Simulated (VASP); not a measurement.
A run of VASP 6.6.1 is set up as follows.

File POSCAR:

```
RbCd
1.0
    4.5577320833      0.0000000000      0.0000000000
    0.0000000000      4.5577320833      0.0000000000
    0.0000000000      0.0000000000      4.5577320833
Rb Cd
1 1
Direct
    0.0000000000      0.0000000000      0.0000000000
    0.5000000000      0.5000000000      0.5000000000
```

The input INCAR.step1:

```
SYSTEM = RbCd
PREC = Accurate
ENCUT = 520
ISMEAR = 0
SIGMA = 0.1
LREAL = .False.
LASPH = .True.
NELM = 60
NBANDS = 18
GGA = PE
ALGO = Normal
EDIFF = 1E-4
LWAVE = .True.
LCHARG = .False.
```

INCAR.step2

```
SYSTEM = RbCd
PREC = Accurate
ENCUT = 520
EDIFF = 1E-6
ISMEAR = 0
SIGMA = 0.1
LREAL = .False.
LASPH = .True.
NELM = 60
ALGO = Normal
ISIF = 2
LWAVE = .False.
LCHARG = .False.
METAGGA = R2SCAN
LMIXTAU = .True.
NBANDS = 18
ISTART = 1
```

File KPOINTS:

```
Automatic mesh
0
Gamma
  12 12 12
  0 0 0
```

Potentials or basis: VASP PAW PBE potentials, release 64 (Rb_sv, Cd).

Command:

```bash
$ cat potpaw_PBE.64/Rb_sv/POTCAR potpaw_PBE.64/Cd/POTCAR > POTCAR
$ cp INCAR.step1 INCAR
$ mpirun -np 1 vasp_std > vasp.out
$ cp INCAR.step2 INCAR
$ mpirun -np 1 vasp_std > vasp.out
```

Estimate the pressure.

-0.4 GPa.

Estimate the band gap on the k mesh.

zero (an odd number of electrons rules out a gap without spin polarisation).

Caveat: the PAW data sets were made with another functional, which shifts forces and pressure a little.
